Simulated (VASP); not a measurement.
Here is a VASP 6.6.1 calculation.

Contents of POSCAR:

```
ClO
1.0
    3.2016683958      0.0011619301      0.0028847920
    0.0011619301      3.1849406088     -0.0047078203
    0.0028847920     -0.0047078203      3.1850107252
Cl O
1 1
Direct
    0.9920200000      0.9844800000      0.9975100000
    0.4982700000      0.5138500000      0.4912300000
```

INCAR.step1

```
SYSTEM = ClO
  PREC = Accurate
  ENCUT = 520
  ISMEAR = 0
  SIGMA = 0.05
  LREAL = .FALSE.
  LASPH = .TRUE.
  NELM = 60
  NBANDS = 14
  GGA = PE
  ALGO = Normal
  EDIFF = 1E-4
  LWAVE = .TRUE.
  LCHARG = .FALSE.
```

Contents of INCAR.step2:

```
SYSTEM = ClO
  PREC = Accurate
  ENCUT = 520
  EDIFF = 1E-6
  ISMEAR = 0
  SIGMA = 0.05
  LREAL = .FALSE.
  LASPH = .TRUE.
  NELM = 60
  ALGO = Normal
  ISIF = 2
  LWAVE = .FALSE.
  LCHARG = .FALSE.
  METAGGA = R2SCAN
  LMIXTAU = .TRUE.
  IVDW = 12
  VDW_S6 = 1.0
  VDW_S8 = 0.78981345
  VDW_A1 = 0.49484001
  VDW_A2 = 5.73083694
  NBANDS = 14
  ISTART = 1
```

The input KPOINTS:

```
Automatic mesh
0
G
  6 6 6
  0 0 0
```

Potentials or basis: VASP PAW PBE potentials, release 64 (Cl, O).

Launch:

```console
$ cat potpaw_PBE.64/Cl/POTCAR potpaw_PBE.64/O/POTCAR > POTCAR
$ cp INCAR.step1 INCAR
$ mpirun -np 1 vasp_std > vasp.out
$ cp INCAR.step2 INCAR
$ mpirun -np 1 vasp_std > vasp.out
```

(1) Estimate the largest force.

(2) What does it give for the pressure?

(3) What does it give for the dispersion energy per atom?

## Answers

(1) 0.274 eV/Å.

(2) -12.7 GPa.

(3) -0.072 eV.

Caveat: three body term missing; the PAW data sets were made with another functional, which shifts forces and pressure a little; an odd number of electrons without spin polarisation forces a metal; a magnetic or distorted state may lie lower; pairwise dispersion overbinds metals, which lowers pressure and volume.
